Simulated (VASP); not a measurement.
# Ta (Fmmm) in VASP: further runs

The runs below take Ta through single point, with r2SCAN.

Everything below comes from runs of VASP 6.6.1. Logs are shortened: lines on timing, memory, paths and dates and some standing lists are left out, and cuts for length are marked.

## Step 1: The cell of the first run

Symmetry: Fmmm, No. 69, orthorhombic system. The conventional cell has a = 3.303 Å, b = 4.583 Å, c = 4.758 Å, α = 90.00°, β = 90.00°, γ = 90.00°. Within 3.7 Å of Ta (site symmetry mmm) lie 14 Ta at 2.82 to 3.30 Å.

## Step 2: Single point, r2SCAN (strain +0.0375 x Voigt [0, 0, 0, 0, 0, 1])

File POSCAR:

```
Ta
1.0
   -1.6203185000      1.6203185000      1.6512800000
    1.6203185000     -1.6203185000      1.6512800000
    1.6822415000      1.6822415000     -1.6512800000
Ta
1
Direct
    0.0000000000      0.0000000000      0.0000000000
```

File INCAR.step1:

```
PREC = Accurate
ENCUT = 520
ISMEAR = 0
SIGMA = 0.15
LREAL = F
LASPH = T
NELM = 100
NBANDS = 12
GGA = PE
ALGO = Normal
EDIFF = 1E-4
LWAVE = T
LCHARG = F
```

File INCAR.step2:

```
PREC = Accurate
ENCUT = 520
EDIFF = 1E-7
ISMEAR = 0
SIGMA = 0.15
LREAL = F
LASPH = T
NELM = 100
ALGO = Normal
ISIF = 2
LWAVE = F
LCHARG = F
METAGGA = R2SCAN
LMIXTAU = T
NBANDS = 12
ISTART = 1
```

File KPOINTS:

```
regular mesh
0
Gamma
  20 20 20
```

Potentials or basis: VASP PAW PBE potentials, release 64 (Ta_pv).

Launch:

```
$ cat potpaw_PBE.64/Ta_pv/POTCAR > POTCAR
$ cp INCAR.step1 INCAR
$ mpirun -np 1 vasp_std > vasp.out
$ cp INCAR.step2 INCAR
$ mpirun -np 1 vasp_std > vasp.out
```

OUTCAR:

```text
PREC = Accurate
   ENCUT = 520
   EDIFF = 1E-7
   ISMEAR = 0
   LREAL = F
   LASPH = T
   NELM = 100
   ISIF = 2
   METAGGA = R2SCAN
   ISTART = 1

 ion  position               nearest neighbor table
   1  0.000  0.000  0.000-

  LATTYP: Found a face centered orthorhombic cell.
 ALAT       =     3.3025600000
 B/A-ratio  =     1.3876970581
 C/A-ratio  =     1.4407300667

  Lattice vectors:

 A1 = (   3.3025600000,   0.0619230000,   0.0000000000)
 A2 = (   1.6822415000,   1.6822415000,   1.6512800000)
 A3 = (   1.6203185000,  -1.6203185000,   1.6512800000)

Analysis of symmetry for initial positions (statically):
=====================================================================
 Subroutine PRICEL returns:
 Original cell was already a primitive cell.

 Routine SETGRP: Setting up the symmetry group for a
 face centered orthorhombic supercell.

 Subroutine GETGRP returns: Found  8 space group operations
 (whereof  8 operations were pure point group operations)
 out of a pool of  8 trial point group operations.

The static configuration has the point symmetry D_2h.

Analysis of symmetry for dynamics (positions and initial velocities):
=====================================================================
 Subroutine PRICEL returns:
 Original cell was already a primitive cell.

 Routine SETGRP: Setting up the symmetry group for a
 face centered orthorhombic supercell.

 Subroutine GETGRP returns: Found  8 space group operations
 (whereof  8 operations were pure point group operations)
 out of a pool of  8 trial point group operations.

The dynamic configuration has the point symmetry D_2h.

 Subroutine INISYM returns: Found  8 space group operations
 (whereof  8 operations are pure point group operations),
 and found     1 'primitive' translations

----------------------------------------------------------------------------------------

                                     Primitive cell

  volume of cell :      18.0040

  direct lattice vectors                    reciprocal lattice vectors
    -1.620318500  1.620318500  1.651280000    -0.005679411  0.302901896  0.302795407
     1.620318500 -1.620318500  1.651280000     0.302901896 -0.005679411  0.302795407
     1.682241500  1.682241500 -1.651280000     0.297222486  0.297222486  0.000000000

  length of vectors
     2.824462731  2.824462731  2.895962460     0.428330332  0.428330332  0.420336070

  position of ions in fractional coordinates (direct lattice)
     0.000000000  0.000000000  0.000000000

  ion indices of the primitive-cell ions
   primitive index   ion index
                 1           1

----------------------------------------------------------------------------------------

 KPOINTS: regular mesh

Automatic generation of k-mesh.
 Grid dimensions read from file:
 generate k-points for:   20   20   20

 Generating k-lattice:

  Cartesian coordinates                     Fractional coordinates (reciprocal lattice)
    -0.000283971  0.015145095  0.015139770     0.050000000  0.000000000  0.000000000
     0.015145095 -0.000283971  0.015139770     0.000000000  0.050000000  0.000000000
     0.014861124  0.014861124  0.000000000     0.000000000  0.000000000  0.050000000

  Length of vectors
     0.021416517  0.021416517  0.021016804

  Shift w.r.t. Gamma in fractional coordinates (k-lattice)
     0.000000000  0.000000000  0.000000000

 Subroutine IBZKPT returns following result:
 ===========================================

 Found   1166 irreducible k-points:

 Following reciprocal coordinates:
            Coordinates               Weight
  0.000000  0.000000  0.000000      1.000000
  0.050000 -0.000000 -0.000000      8.000000
  0.100000  0.000000 -0.000000      8.000000
  0.150000  0.000000 -0.000000      8.000000
  0.200000  0.000000 -0.000000      8.000000
  0.250000 -0.000000  0.000000      8.000000
[... 16 lines left out ...]
 -0.400000  0.050000  0.000000      8.000000
 -0.350000  0.050000  0.000000      8.000000
 [... further k-points ...]
   k-points           NKPTS =   1166   k-points in BZ     NKDIM =   1166   number of bands    NBANDS=     12
   number of dos      NEDOS =    301   number of ions     NIONS =      1
   total plane-waves  NPLWV =  13824
   dimension x,y,z NGX =    24 NGY =   24 NGZ =   24
   dimension x,y,z NGXF=    48 NGYF=   48 NGZF=   48
   ions per type =               1
   NGX,Y,Z   is equivalent  to a cutoff of  14.13, 14.13, 13.78 a.u.
   NGXF,Y,Z  is equivalent  to a cutoff of  28.25, 28.25, 27.55 a.u.
 SYSTEM =  unknown system
   PREC   = accura    normal or accurate (medium, high low for compatibility)
   ISTART =      1    job   : 0-new  1-cont  2-samecut
   ICHARG =      0    charge: 1-file 2-atom 10-const
   ISPIN  =      1    spin polarized calculation?
   LNONCOLLINEAR =      F non collinear calculations
   LSORBIT =      F    spin-orbit coupling
   LASPH  =      T    aspherical Exc in radial PAW
   ENCUT  =  520.0 eV  38.22 Ry    6.18 a.u.   5.25  5.25  5.38*2*pi/ulx,y,z
   NELM   =    100;   NELMIN=  2; NELMDL=  0     # of ELM steps
   EDIFF  = 0.1E-06   stopping-criterion for ELM
   LREAL  =      F    real-space projection
   EDIFFG = 0.1E-05   stopping-criterion for IOM
   NSW    =      0    number of steps for IOM
   IBRION =     -1    ionic relax: 0-MD 1-quasi-New 2-CG
   NFREE  =      0    steps in history (QN), initial steepest desc. (CG)
   ISIF   =      2    stress and relaxation
   ISYM   =      2    0-nonsym 1-usesym 2-fastsym
   POTIM  = 0.5000    time-step for ionic-motion
   TEBEG  =    0.0;   TEEND  =   0.0 temperature during run
   PSTRESS=    0.0 pullay stress
   NELECT =      11.0000    total number of electrons
   NUPDOWN=      -1.0000    fix difference up-down
   EMIN   =  10.00;   EMAX   =-10.00  energy-range for DOS
   EFERMI =   0.00;   METHOD = LEGACY
   ISMEAR =     0;   SIGMA  =   0.15  broadening in eV -4-tet -1-fermi 0-gaus
   EFERMI_NEDOS =   21; number of points for ismear=-14 and -15
   IALGO  =     38    algorithm
   IMIX   =      4    mixing-type and parameters
     AMIX     =   0.40;   BMIX     =  1.00
     AMIX_MAG =   1.60;   BMIX_MAG =  1.00
  volume/ion in A,a.u.               =      18.00       121.50
  Fermi-wavevector in a.u.,A,eV,Ry     =   1.389150  2.625113 26.255688  1.929739
  Thomas-Fermi vector in A             =   2.513208
   LORBIT       =      0    0 simple, 1 ext, 2 COOP (PROOUT), +10 PAW based schemes
   METAGGA = R2SCAN    functional components
   LHFCALC =     F    Hartree Fock is set to
   AEXX    =    0.0000 exact exchange contribution
   IVDW    =     0    specifies the selected vdW correction
   LEPSILON=     F    determine dielectric tensor
   LRPA    =     F    only Hartree local field effects (RPA)
 non-spin polarized calculation
 Gauss-broadening in eV      SIGMA  =   0.15
  energy-cutoff  :      520.00
  volume of cell :       18.00
 maximum number of plane-waves:       496
 NGX is ok and might be reduce to    24
   NGX = 11   NGY = 11   NGZ = 11

 number of electron      11.0000001 magnetization

 Free energy of the ion-electron system (eV)
  ---------------------------------------------------
  ext. energy  EPLUGINS =         0.00000000
  ---------------------------------------------------
  free energy    TOTEN  =       -48.58042736 eV

  energy without entropy =      -48.56648662  energy(sigma->0) =      -48.57345699

 E-fermi :   5.3214     XC(G=0): -13.7724

 val. band max:        5.3195189615   @ k =   0.4000   0.0000   0.2000
 cond. band min:       5.3219927574   @ k =  -0.0500   0.1000   0.1500
 fundamental gap:      0.0024737959
 Fermi energy:         5.3214425722

 k-point     1 :       0.0000    0.0000    0.0000
  band No.  band energies     occupation
      1     -28.9474      2.00000
      2     -28.8864      2.00000
      3     -28.8330      2.00000
      4      -3.0010      2.00000
      5       5.8325      0.00000
      6       6.1235      0.00000
      7       6.5076      0.00000
      8       9.6681      0.00000
      9       9.7207      0.00000
     10      17.4496      0.00000
     11      20.7347      0.00000
     12      21.1181      0.00000

 k-point     2 :       0.0500   -0.0000   -0.0000
  band No.  band energies     occupation
      1     -28.9613      2.00000
      2     -28.9040      2.00000
      3     -28.8450      2.00000
      4      -2.8835      2.00000
      5       5.8268      0.00000
      6       6.1405      0.00000
      7       6.5096      0.00000
      8       9.5473      0.00000
      9       9.7074      0.00000
     10      17.4496      0.00000
     11      20.9283      0.00000
     12      21.3333      0.00000

 k-point     3 :       0.1000    0.0000   -0.0000
  band No.  band energies     occupation
      1     -29.0284      2.00000
      2     -28.9456      2.00000
      3     -28.8615      2.00000
      4      -2.5410      2.00000
      5       5.7207      0.00017
      6       6.1005      0.00000
      7       6.6857      0.00000
      8       9.2558      0.00000
      9       9.7022      0.00000
     10      17.4495      0.00000
     11      21.3339      0.00000
     12      21.9533      0.00000

 k-point     4 :       0.1500    0.0000   -0.0000
  band No.  band energies     occupation
      1     -29.1655      2.00000
      2     -28.9902      2.00000
      3     -28.8718      2.00000
      4      -2.0034      2.00000
      5       5.4763      0.14437
      6       5.8820      0.00000
      7       7.1805      0.00000
      8       9.0043      0.00000
      9       9.7162      0.00000
     10      17.4494      0.00000
     11      21.7041      0.00000
     12      22.8925      0.00000

 k-point     5 :       0.2000    0.0000   -0.0000
  band No.  band energies     occupation
      1     -29.3434      2.00000
      2     -29.0433      2.00000
      3     -28.8778      2.00000
      4      -1.3254      2.00000
      5       5.1474      1.89918
      6       5.5553      0.02749
      7       7.9129      0.00000
      8       8.9338      0.00000
      9       9.7680      0.00000
     10      17.4493      0.00000
     11      21.7497      0.00000
     12      23.5614      0.00000
[... 228 lines left out ...]
      1     -30.1199      2.00000
      2     -29.2936      2.00000
      3     -28.9058      2.00000
      4       0.8596      2.00000
      5       3.7889      2.00000
      6       6.5724      0.00000
      7       9.4907      0.00000
      8      10.6464      0.00000
      9      13.4160      0.00000
     10      17.4198      0.00000
     11      17.7491      0.00000
     12      18.1009      0.00000

 k-point    22 :      -0.4500    0.0500   -0.0000
  band No.  band energies     occupation
      1     -30.0707      2.00000
      2     -29.2733      2.00000
      3     -28.9046      2.00000
      4       0.8398      2.00000
      5       3.8789      2.00000
      6       6.1032      0.00000
      7       9.5232      0.00000
      8      10.5134      0.00000
      9      12.8058      0.00000
     10      17.4403      0.00000
     11      18.2592      0.00000
     12      18.5489      0.00000

 k-point    23 :      -0.4000    0.0500    0.0000
  band No.  band energies     occupation
      1     -29.9705      2.00000
      2     -29.2366      2.00000
      3     -28.9030      2.00000
      4       0.7270      2.00000
      5       4.0556      2.00000
      6       5.5160      0.06657
      7       9.4289      0.00000
      8      10.3373      0.00000
      9      11.8060      0.00000
     10      17.4461      0.00000
     11      18.9783      0.00000
     12      19.5664      0.00000

 k-point    24 :      -0.3500    0.0500    0.0000
  band No.  band energies     occupation
      1     -29.8271      2.00000
      2     -29.1870      2.00000
      3     -28.9010      2.00000
      4       0.4090      2.00000
      5       4.3113      2.00000
      6       5.1325      1.92520
      7       9.2032      0.00000
      8      10.1510      0.00000
      9      10.6784      0.00000
     10      17.4480      0.00000
     11      19.8784      0.00000
     12      20.9049      0.00000

 [... further k-points ...]

------------------------ aborting loop because EDIFF is reached ----------------------------------------

  FORCE on cell =-STRESS in cart. coord.  units (eV):
  Direction    XX          YY          ZZ          XY          YZ          ZX
  --------------------------------------------------------------------------------------
  -------------------------------------------------------------------------------------
  Total        0.1425006      0.1425006      0.1557357     -0.3278600      0.0000000      0.0000000
  in kB       12.6811251     12.6811251     13.8589188    -29.1762553      0.0000000      0.0000000
  external PRESSURE =      13.0737230 kB  Pullay stress =       0.0000000 kB

 VOLUME and BASIS-vectors are now :
 -----------------------------------------------------------------------------
  energy-cutoff  :      520.00
  volume of cell :       18.00
      direct lattice vectors                 reciprocal lattice vectors
    -1.620318500  1.620318500  1.651280000    -0.005679411  0.302901896  0.302795407
     1.620318500 -1.620318500  1.651280000     0.302901896 -0.005679411  0.302795407
     1.682241500  1.682241500 -1.651280000     0.297222486  0.297222486  0.000000000

 POSITION                                       TOTAL-FORCE (eV/Angst)
 -----------------------------------------------------------------------------------
      0.00000      0.00000      0.00000         0.000000      0.000000     -0.000000
 -----------------------------------------------------------------------------------
    total drift:                                0.000000      0.000000      0.000000

  FREE ENERGIE OF THE ION-ELECTRON SYSTEM (eV)
  ---------------------------------------------------
  free  energy   TOTEN  =       -48.5804273589 eV

  energy  without entropy=      -48.5664866170  energy(sigma->0) =      -48.57345699
```

Wall time 4.8 min (1 thread of Intel Xeon 6975P-C (Granite Rapids), shared host); peak memory 0.35 GiB.

What came out:

```
Free energy : -48.5804 eV
Pressure    : 1.3 GPa
```

Caveat: the cell differs from its parent crystal (strain +0.0375 x Voigt [0, 0, 0, 0, 0, 1]); the PAW data sets were made with another functional, which shifts forces and pressure a little; spin-orbit coupling is left out, which moves the levels of the heavy elements.

## Step 3: Single point, r2SCAN (strain +0.0125 x Voigt [0, 0, 0, 0, 0, 1])

File POSCAR:

```
Ta
1.0
   -1.6409595000      1.6409595000      1.6512800000
    1.6409595000     -1.6409595000      1.6512800000
    1.6616005000      1.6616005000     -1.6512800000
Ta
1
Direct
    0.0000000000      0.0000000000      0.0000000000
```

File INCAR.step1:

```
SYSTEM = Ta
ALGO     = Normal         ! electronic algorithm
EDIFF    = 1E-4           ! SCF threshold, eV
ENCUT    = 520            ! plane-wave cutoff, eV
GGA      = PE             ! functional
ISMEAR   = 0              ! smearing method
LASPH    = .TRUE.         ! aspherical terms in the spheres
LCHARG   = .FALSE.        ! write CHGCAR
LREAL    = .FALSE.        ! projectors in reciprocal space
LWAVE    = .TRUE.         ! write WAVECAR
NBANDS   = 12             ! bands
NELM     = 80             ! most SCF steps
PREC     = Accurate       ! precision mode
SIGMA    = 0.15           ! smearing width, eV
```

File INCAR.step2:

```
SYSTEM = Ta
ALGO     = Normal         ! electronic algorithm
EDIFF    = 1E-6           ! SCF threshold, eV
ENCUT    = 520            ! plane-wave cutoff, eV
ISIF     = 2              ! what is computed and relaxed
ISMEAR   = 0              ! smearing method
ISTART   = 1            
LASPH    = .TRUE.         ! aspherical terms in the spheres
LCHARG   = .FALSE.        ! write CHGCAR
LMIXTAU  = .TRUE.       
LREAL    = .FALSE.        ! projectors in reciprocal space
LWAVE    = .FALSE.        ! write WAVECAR
METAGGA  = R2SCAN         ! meta-GGA
NBANDS   = 12             ! bands
NELM     = 80             ! most SCF steps
PREC     = Accurate       ! precision mode
SIGMA    = 0.15           ! smearing width, eV
```

File KPOINTS:

```
k-points
0
G
  20 20 20
  0 0 0
```

Potentials or basis: VASP PAW PBE potentials, release 64 (Ta_pv).

Launch:

```
$ cat potpaw_PBE.64/Ta_pv/POTCAR > POTCAR
$ cp INCAR.step1 INCAR
$ mpirun -np 1 vasp_std > vasp.out
$ cp INCAR.step2 INCAR
$ mpirun -np 1 vasp_std > vasp.out
```

Wall time 4.3 min (1 thread of Intel Xeon 6975P-C (Granite Rapids), shared host); peak memory 0.35 GiB.

The run converged. Its results:

```yaml
Free_energy: -48.5861 eV
Pressure: 1.1 GPa
```

Stress tensor (GPa, compression positive):
```
 1.13 -1.02  0.00
-1.02  1.13  0.00
 0.00  0.00  1.14
```

Levels at points of the mesh, in eV from the Fermi level:
```tsv
k point	band 2	band 3	band 4	band 5	band 6	band 7	band 8	band 9	band 10	band 11
(0.00, 0.00, 0.00)	-34.21	-34.19	-8.32	0.74	0.85	0.96	4.34	4.35	12.12	15.66
(0.50, 0.00, 0.00)	-34.61	-34.22	-4.55	-1.56	1.48	4.21	5.28	8.10	12.09	12.42
(0.50, 0.50, 0.00)	-34.63	-34.24	-4.53	-1.53	1.58	4.13	5.17	8.18	12.10	12.44
(0.00, 0.00, 0.50)	-34.59	-34.21	-4.57	-1.59	1.38	4.30	5.38	8.02	12.06	12.28
(0.50, 0.50, 0.50)	-35.07	-35.05	-3.94	-3.94	6.99	7.12	7.26	8.96	9.03	9.10
```

Caveat: the cell differs from its parent crystal (strain +0.0125 x Voigt [0, 0, 0, 0, 0, 1]); the PAW data sets were made with another functional, which shifts forces and pressure a little; spin-orbit coupling is left out, which moves the levels of the heavy elements.

## Step 4: Single point, r2SCAN (strain -0.0500 x Voigt [0, 0, 0, 0, 0, 1])

File POSCAR:

```
Ta
1.0
   -1.6925620000      1.6925620000      1.6512800000
    1.6925620000     -1.6925620000      1.6512800000
    1.6099980000      1.6099980000     -1.6512800000
Ta
1
Direct
    0.0000000000      0.0000000000      0.0000000000
```

File INCAR.step1:

```
PREC = Accurate
ENCUT = 520
ISMEAR = 0
SIGMA = 0.15
LREAL = F
LASPH = T
NELM = 80
NBANDS = 12
GGA = PE
ALGO = Normal
EDIFF = 1E-4
LWAVE = T
LCHARG = F
```

File INCAR.step2:

```
PREC = Accurate
ENCUT = 520
EDIFF = 1E-7
ISMEAR = 0
SIGMA = 0.15
LREAL = F
LASPH = T
NELM = 80
ALGO = Normal
ISIF = 2
LWAVE = F
LCHARG = F
METAGGA = R2SCAN
LMIXTAU = T
NBANDS = 12
ISTART = 1
```

File KPOINTS:

```
regular mesh
0
Gamma
  20 20 20
```

Launch:

```
$ cat potpaw_PBE.64/Ta_pv/POTCAR > POTCAR
$ cp INCAR.step1 INCAR
$ mpirun -np 1 vasp_std > vasp.out
$ cp INCAR.step2 INCAR
$ mpirun -np 1 vasp_std > vasp.out
```

Wall time 26 min (1 thread of Oxide Virtual Turin-like, shared host); peak memory 0.32 GiB.

Results (log left out):

```
Free energy : -48.5757 eV
Pressure    : 1.5 GPa
```

Stress tensor (GPa, compression positive):
```
1.38 3.77 0.00
3.77 1.38 0.00
0.00 0.00 1.61
```

Levels at points of the mesh, in eV from the Fermi level:
```tsv
k point	band 4	band 5	band 6	band 7	band 8	band 9
(0.00, 0.00, 0.00)	-8.32	0.40	0.77	1.30	4.35	4.45
(0.50, 0.00, 0.00)	-4.55	-1.58	1.49	4.24	5.27	8.04
(0.50, 0.50, 0.00)	-4.63	-1.71	1.08	4.58	5.68	7.81
(0.00, 0.00, 0.50)	-4.50	-1.44	1.90	3.90	4.85	8.44
(0.50, 0.50, 0.50)	-3.96	-3.93	6.61	7.08	7.66	8.77
```

Caveat: the cell differs from its parent crystal (strain -0.0500 x Voigt [0, 0, 0, 0, 0, 1]); the PAW data sets were made with another functional, which shifts forces and pressure a little; spin-orbit coupling is left out, which moves the levels of the heavy elements.

(Part 1 of 2 ends here.)
